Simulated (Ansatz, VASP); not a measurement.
# Two plane-wave programs on As2H

Contents of INCAR:

```
  ALGO = Normal
  DIPOL = 0.5 0.5 0.289
  EDIFF = 1E-6
  ENCUT = 520
  GGA = PE
  IDIPOL = 3
  ISIF = 2
  ISMEAR = 0
  ISPIN = 2
  IVDW = 12
  LASPH = T
  LCHARG = F
  LDIPOL = T
  LORBIT = 11
  LREAL = F
  LWAVE = F
  MAGMOM = 0 0 1
  NBANDS = 16
  NELM = 150
  PREC = Accurate
  SIGMA = 0.05
```

File KPOINTS:

```
k-points
0
Gamma
  9 9 1
```

POSCAR

```
As2H
1.0
    3.5713387681      0.0000000000      0.0000000000
   -1.7856693841      3.0928700987      0.0000000000
    0.0000000000      0.0000000000     18.3976402524
As H
2 1
Direct
    0.3333333333      0.6666666667      0.2933876398
    0.6666666667      0.3333333333      0.2174191877
    0.6666666667      0.6666666667      0.3564392043
```

Input for Ansatz:

```yaml
crystal:
  lattice:
    - [3.5713387681, 0.0, 0.0]
    - [-1.7856693841, 3.0928700987, 0.0]
    - [0.0, 0.0, 18.3976402524]
  atoms:
    - { symbol: As, position: [0.3333333333, 0.6666666667, 0.2933876398] }
    - { symbol: As, position: [0.6666666667, 0.3333333333, 0.2174191877] }
    - { symbol: H, position: [0.6666666667, 0.6666666667, 0.3564392043], spin: 1.0 }
basis:
  ecutwfc: 420
kpoints:
  mp_grid: { grid: [9, 9, 1] }
hamiltonian:
  xc: pbe
  dispersion: d3bj
scf:
  occupations: { method: gaussian, width: 0.05 }
output:
  forces: true
  eigenvalues: true
  populations: true
magnetization:
  spin_polarized: true
efield:
  axis: 3
  dipole_correction: true
  ramp_width: 0.04
```

Alike in both runs: task single point; functional PBE; dispersion D3(BJ); k mesh 9 × 9 × 1; occupations gaussian, width 0.05 eV; collinear spin.

|  | VASP | Ansatz |
| --- | --- | --- |
| version | VASP 6.6.1 | Ansatz 0.2.0 |
| potentials or method | VASP PAW PBE potentials, release 64 (As, H), cutoff 520 eV | scalar-relativistic, plane waves, PAW |
| valence electrons in the cell | 11 | 31 |

```tsv
	VASP	Ansatz	Ansatz less VASP
gap on the k mesh at the Fermi level (eV)	none	none	-
rms of the force components (eV/Å)	0.560	0.551	-0.0093
net moment per atom (μB)	0.05	0.05	0.000
```

Atom by atom the forces differ by 0.029 eV/Å (rms over components). A gap of «none» marks a metal or a gap that the smearing closes. VASP's potentials hold 11 valence electrons a cell and Ansatz's 31, so a difference there can come from the potentials and not from the codes.
